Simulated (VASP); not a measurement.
# Si4N in VASP: notebook

Runs on Si4N. Level: PBE+D3(BJ). Tasks: single point.

Program: VASP 6.6.1. These are calculated values, not measurements. Logs are shortened: lines on timing, memory, paths and dates and some standing lists are left out, and cuts for length are marked.

### 1 The cell of the first run

The cell holds a slab with vacuum, 10 atoms: a = 3.816 Å, b = 3.816 Å, c = 28.987 Å, α = 90.00°, β = 90.00°, γ = 120.00°.

### 2 Single point, PBE+D3(BJ)

INCAR

```
PREC = Accurate ; ENCUT = 520
EDIFF = 1E-7 ; ISMEAR = 0
SIGMA = 0.05 ; LREAL = False
LASPH = True ; NELM = 80
ALGO = Normal ; ISIF = 2
LWAVE = False ; LCHARG = False
LDIPOL = True ; IDIPOL = 3
DIPOL = 0.5 0.5 0.379 ; GGA = PE
IVDW = 12 ; NBANDS = 32
```

KPOINTS

```
regular mesh
0
Gamma
  9 9 1
```

POSCAR

```
Si4N
1.0
    3.8155170209      0.0000000000      0.0000000000
   -1.9077585104      3.3043346686      0.0000000000
    0.0000000000      0.0000000000     28.9874813843
Si N
8 2
Direct
    0.6666666667      0.3333333333      0.1379906018
    0.3333333333      0.6666666667      0.1654736894
    0.3333333333      0.6666666667      0.2468813277
    0.6666666667      0.3333333333      0.2743644153
    0.6666666667      0.3333333333      0.3556303104
    0.3333333333      0.6666666667      0.3827070033
    0.3333333333      0.6666666667      0.4657581680
    0.6666666667      0.3333333333      0.4894347735
    0.6666666667      0.8333333333      0.6170760801
    0.6666666667      0.8333333333      0.6550234956
```

Potentials or basis: VASP PAW PBE potentials, release 64 (Si, N).

On the command line:

```bash
$ cat potpaw_PBE.64/Si/POTCAR potpaw_PBE.64/N/POTCAR > POTCAR
$ mpirun -np 1 vasp_std > vasp.out
```

OUTCAR:

```text
PREC = Accurate
   ENCUT = 520
   EDIFF = 1E-7
   ISMEAR = 0
   LREAL = False
   LASPH = True
   NELM = 80
   ISIF = 2
   GGA = PE
   IVDW = 12
 IVDW          = 12

 ion  position               nearest neighbor table
   1  0.667  0.333  0.138-   2 2.34   2 2.34   2 2.34
   2  0.333  0.667  0.165-   1 2.34   1 2.34   1 2.34   3 2.36
   3  0.333  0.667  0.247-   4 2.34   4 2.34   4 2.34   2 2.36
   4  0.667  0.333  0.274-   3 2.34   3 2.34   3 2.34   5 2.36
   5  0.667  0.333  0.356-   6 2.34   6 2.34   6 2.34   4 2.36
   6  0.333  0.667  0.383-   5 2.34   5 2.34   5 2.34   7 2.41
   7  0.333  0.667  0.466-   8 2.31   8 2.31   8 2.31   6 2.41
   8  0.667  0.333  0.489-   7 2.31   7 2.31   7 2.31
   9  0.667  0.833  0.617-  10 1.10
  10  0.667  0.833  0.655-   9 1.10

  LATTYP: Found a hexagonal cell.
 ALAT       =     3.8155170209
 C/A-ratio  =     7.5972617146

  Lattice vectors:

 A1 = (   3.8155170209,   0.0000000000,   0.0000000000)
 A2 = (  -1.9077585104,   3.3043346686,   0.0000000000)
 A3 = (   0.0000000000,   0.0000000000,  28.9874813843)

Analysis of symmetry for initial positions (statically):
=====================================================================
 Subroutine PRICEL returns:
 Original cell was already a primitive cell.

 Routine SETGRP: Setting up the symmetry group for a
 hexagonal supercell.

 Subroutine GETGRP returns: Found  2 space group operations
 (whereof  2 operations were pure point group operations)
 out of a pool of 24 trial point group operations.

The static configuration has the point symmetry C_1h.

Analysis of symmetry for dynamics (positions and initial velocities):
=====================================================================
 Subroutine PRICEL returns:
 Original cell was already a primitive cell.

 Routine SETGRP: Setting up the symmetry group for a
 hexagonal supercell.

 Subroutine GETGRP returns: Found  2 space group operations
 (whereof  2 operations were pure point group operations)
 out of a pool of 24 trial point group operations.

The dynamic configuration has the point symmetry C_1h.

 Subroutine INISYM returns: Found  2 space group operations
 (whereof  2 operations are pure point group operations),
 and found     1 'primitive' translations

----------------------------------------------------------------------------------------

                                     Primitive cell

  volume of cell :     365.4668

  direct lattice vectors                    reciprocal lattice vectors
     3.815517021  0.000000000  0.000000000     0.262087679  0.151316392  0.000000000
    -1.907758510  3.304334669  0.000000000     0.000000000  0.302632784  0.000000000
     0.000000000  0.000000000 28.987481384     0.000000000  0.000000000  0.034497650

  length of vectors
     3.815517021  3.815517021 28.987481384     0.302632784  0.302632784  0.034497650

  position of ions in fractional coordinates (direct lattice)
     0.666666667  0.333333333  0.137990602
     0.333333333  0.666666667  0.165473689
     0.333333333  0.666666667  0.246881328
     0.666666667  0.333333333  0.274364415
     0.666666667  0.333333333  0.355630310
     0.333333333  0.666666667  0.382707003
     0.333333333  0.666666667  0.465758168
     0.666666667  0.333333333  0.489434774
     0.666666667  0.833333333  0.617076080
     0.666666667  0.833333333  0.655023496

  ion indices of the primitive-cell ions
   primitive index   ion index
                 1           1
                 2           2
                 3           3
                 4           4
                 5           5
                 6           6
                 7           7
                 8           8
                 9           9
                10          10

----------------------------------------------------------------------------------------

 KPOINTS: regular mesh

Automatic generation of k-mesh.
 Grid dimensions read from file:
 generate k-points for:    9    9    1

 Generating k-lattice:

  Cartesian coordinates                     Fractional coordinates (reciprocal lattice)
     0.029120853  0.016812932  0.000000000     0.111111111 -0.000000000  0.000000000
     0.000000000  0.033625865  0.000000000     0.000000000  0.111111111  0.000000000
     0.000000000  0.000000000  0.034497650     0.000000000  0.000000000  1.000000000

  Length of vectors
     0.033625865  0.033625865  0.034497650

  Shift w.r.t. Gamma in fractional coordinates (k-lattice)
     0.000000000  0.000000000  0.000000000

 Subroutine IBZKPT returns following result:
 ===========================================

 Found     25 irreducible k-points:

 Following reciprocal coordinates:
            Coordinates               Weight
  0.000000  0.000000  0.000000      1.000000
  0.111111  0.000000  0.000000      2.000000
  0.000000  0.111111  0.000000      4.000000
  0.222222 -0.000000  0.000000      2.000000
  0.000000  0.222222  0.000000      4.000000
  0.333333  0.000000  0.000000      2.000000
[... 16 lines left out ...]
 -0.222222 -0.444444  0.000000      4.000000
  0.444444  0.333333  0.000000      4.000000
   k-points           NKPTS =     25   k-points in BZ     NKDIM =     25   number of bands    NBANDS=     32
   number of dos      NEDOS =    301   number of ions     NIONS =     10
   total plane-waves  NPLWV = 169344
   dimension x,y,z NGX =    28 NGY =   28 NGZ =  216
   dimension x,y,z NGXF=    56 NGYF=   56 NGZF=  432
   ions per type =               8   2
   NGX,Y,Z   is equivalent  to a cutoff of  12.20, 12.20, 12.39 a.u.
   NGXF,Y,Z  is equivalent  to a cutoff of  24.40, 24.40, 24.78 a.u.
 SYSTEM =  unknown system
   PREC   = accura    normal or accurate (medium, high low for compatibility)
   ISTART =      0    job   : 0-new  1-cont  2-samecut
   ICHARG =      2    charge: 1-file 2-atom 10-const
   ISPIN  =      1    spin polarized calculation?
   LNONCOLLINEAR =      F non collinear calculations
   LSORBIT =      F    spin-orbit coupling
   LASPH  =      T    aspherical Exc in radial PAW
   ENCUT  =  520.0 eV  38.22 Ry    6.18 a.u.   7.09  7.09 53.90*2*pi/ulx,y,z
   NELM   =     80;   NELMIN=  2; NELMDL= -5     # of ELM steps
   EDIFF  = 0.1E-06   stopping-criterion for ELM
   LREAL  =      F    real-space projection
   EDIFFG = 0.1E-05   stopping-criterion for IOM
   NSW    =      0    number of steps for IOM
   IBRION =     -1    ionic relax: 0-MD 1-quasi-New 2-CG
   NFREE  =      0    steps in history (QN), initial steepest desc. (CG)
   ISIF   =      2    stress and relaxation
   ISYM   =      2    0-nonsym 1-usesym 2-fastsym
   POTIM  = 0.5000    time-step for ionic-motion
   TEBEG  =    0.0;   TEEND  =   0.0 temperature during run
   PSTRESS=    0.0 pullay stress
   NELECT =      42.0000    total number of electrons
   NUPDOWN=      -1.0000    fix difference up-down
   EMIN   =  10.00;   EMAX   =-10.00  energy-range for DOS
   EFERMI =   0.00;   METHOD = LEGACY
   ISMEAR =     0;   SIGMA  =   0.05  broadening in eV -4-tet -1-fermi 0-gaus
   EFERMI_NEDOS =   21; number of points for ismear=-14 and -15
   IALGO  =     38    algorithm
   IMIX   =      4    mixing-type and parameters
     AMIX     =   0.40;   BMIX     =  1.00
     AMIX_MAG =   1.60;   BMIX_MAG =  1.00
  volume/ion in A,a.u.               =      36.55       246.63
  Fermi-wavevector in a.u.,A,eV,Ry     =   0.795931  1.504091  8.619369  0.633506
  Thomas-Fermi vector in A             =   1.902355
   LORBIT       =      0    0 simple, 1 ext, 2 COOP (PROOUT), +10 PAW based schemes
   GGA     = PE    functional components
   LHFCALC =     F    Hartree Fock is set to
   AEXX    =    0.0000 exact exchange contribution
   IVDW    =    12    specifies the selected vdW correction
   LEPSILON=     F    determine dielectric tensor
   LRPA    =     F    only Hartree local field effects (RPA)
 non-spin polarized calculation
 Gauss-broadening in eV      SIGMA  =   0.05
  energy-cutoff  :      520.00
  volume of cell :      365.47
 maximum number of plane-waves:      9885
   NGX = 15   NGY = 15   NGZ =107

 dipolmoment           0.000000      0.000000      0.029511 electrons x Angstroem

 number of electron      41.9999996 magnetization

 dipolmoment           0.000000      0.000000     -0.002615 electrons x Angstroem

 Free energy of the ion-electron system (eV)
  ---------------------------------------------------
  ext. energy  EPLUGINS =         0.00000000
  ---------------------------------------------------
  free energy    TOTEN  =       -57.32897252 eV

  energy without entropy =      -57.32314114  energy(sigma->0) =      -57.32605683

 E-fermi :   0.3216     XC(G=0):  -5.4404

 val. band max:        0.2873027509   @ k =   0.1111   0.0000   0.0000
 cond. band min:       0.3473326694   @ k =  -0.2222  -0.4444   0.0000
 fundamental gap:      0.0600299186
 Fermi energy:         0.3215586480

 k-point     1 :       0.0000    0.0000    0.0000
  band No.  band energies     occupation
      1     -23.7351      2.00000
      2     -11.5617      2.00000
      3     -11.0244      2.00000
      4     -10.2972      2.00000
      5      -9.6242      2.00000
      6      -8.8675      2.00000
[... 24 lines left out ...]
     31       3.4103      0.00000
     32       3.7576      0.00000

 k-point     2 :       0.1111    0.0000    0.0000
  band No.  band energies     occupation
      1     -23.7308      2.00000
      2     -11.4168      2.00000
      3     -10.8797      2.00000
      4     -10.1519      2.00000
      5      -9.4766      2.00000
      6      -8.8498      2.00000
[... 24 lines left out ...]
     31       3.9144      0.00000
     32       4.0478      0.00000
[... 733 lines left out ...]
     31       4.9170      0.00000
     32       5.0425      0.00000

 k-point    24 :       0.4444    0.3333    0.0000
  band No.  band energies     occupation
      1     -23.6963      2.00000
      2      -9.1361      2.00000
      3      -8.7071      2.00000
      4      -8.6558      2.00000
      5      -8.1045      2.00000
      6      -7.3059      2.00000
[... 24 lines left out ...]
     31       4.9157      0.00000
     32       5.0438      0.00000

 [... further k-points ...]

------------------------ aborting loop because EDIFF is reached ----------------------------------------

 vacuum level on the upper side and lower side of the slab       (xc-potential included)        -0.091        -0.053

 Edisp (eV)   -2.39524

 E8    (eV) :    -0.9955

  FORCE on cell =-STRESS in cart. coord.  units (eV):
  Direction    XX          YY          ZZ          XY          YZ          ZX
  --------------------------------------------------------------------------------------
  -------------------------------------------------------------------------------------
  Total       0.41080     0.43234     1.78861    -0.01865    -0.01007    -0.01744
  in kB       1.80092     1.89533     7.84113    -0.08176    -0.04415    -0.07647
  external pressure =        3.85 kB  Pullay stress =        0.00 kB

 VOLUME and BASIS-vectors are now :
 -----------------------------------------------------------------------------
  energy-cutoff  :      520.00
  volume of cell :      365.47
      direct lattice vectors                 reciprocal lattice vectors
     3.815517021  0.000000000  0.000000000     0.262087679  0.151316392  0.000000000
    -1.907758510  3.304334669  0.000000000     0.000000000  0.302632784  0.000000000
     0.000000000  0.000000000 28.987481384     0.000000000  0.000000000  0.034497650

 POSITION                                       TOTAL-FORCE (eV/Angst)
 -----------------------------------------------------------------------------------
      1.90776      1.10144      4.00000         0.001389      0.000802      0.482312
     -0.00000      2.20289      4.79667         0.000164      0.000095     -0.649127
     -0.00000      2.20289      7.15647        -0.002335     -0.001348      0.233578
      1.90776      1.10144      7.95313         0.001240      0.000716     -0.052735
      1.90776      1.10144     10.30883         0.000083      0.000048      0.018268
     -0.00000      2.20289     11.09371         0.003114      0.001798      0.023537
     -0.00000      2.20289     13.50116         0.001832      0.001058     -0.005379
      1.90776      1.10144     14.18748        -0.005565     -0.003213     -0.002321
      0.95388      2.75361     17.88748        -0.000022     -0.000012     -2.194941
      0.95388      2.75361     18.98748         0.000100      0.000058      2.146808
 -----------------------------------------------------------------------------------
    total drift:                               -0.000064     -0.000037      0.000853

  FREE ENERGIE OF THE ION-ELECTRON SYSTEM (eV)
  ---------------------------------------------------
  free  energy   TOTEN  =       -59.7242149832 eV

  energy  without entropy=      -59.7183836006  energy(sigma->0) =      -59.72129929

 vacuum level on the upper side and lower side of the slab         5.046         5.081
```

It took 6.7 min on 1 thread of Intel Xeon 6975P-C (Granite Rapids), shared host; peak memory 0.54 GiB.

Results:

```yaml
Free_energy: -59.7242 eV
Largest_force: 2.195 eV/Å
Band_gap_on_the_k_mesh: zero (bands 21 and 22 overlap by 0.31 eV)
Dispersion_energy_per_atom: -0.240 eV
```

Forces in eV/Å, atoms in the order of the input:
```
Si   0.001  0.001  0.482
Si   0.000  0.000 -0.649
Si  -0.002 -0.001  0.234
Si   0.001  0.001 -0.053
Si   0.000  0.000  0.018
Si   0.003  0.002  0.024
Si   0.002  0.001 -0.005
Si  -0.006 -0.003 -0.002
N    0.000  0.000 -2.195
N    0.000  0.000  2.147
```

Caveat: the standard files for N, O and F lose accuracy on very short bonds.

[end of part 1 of 2]
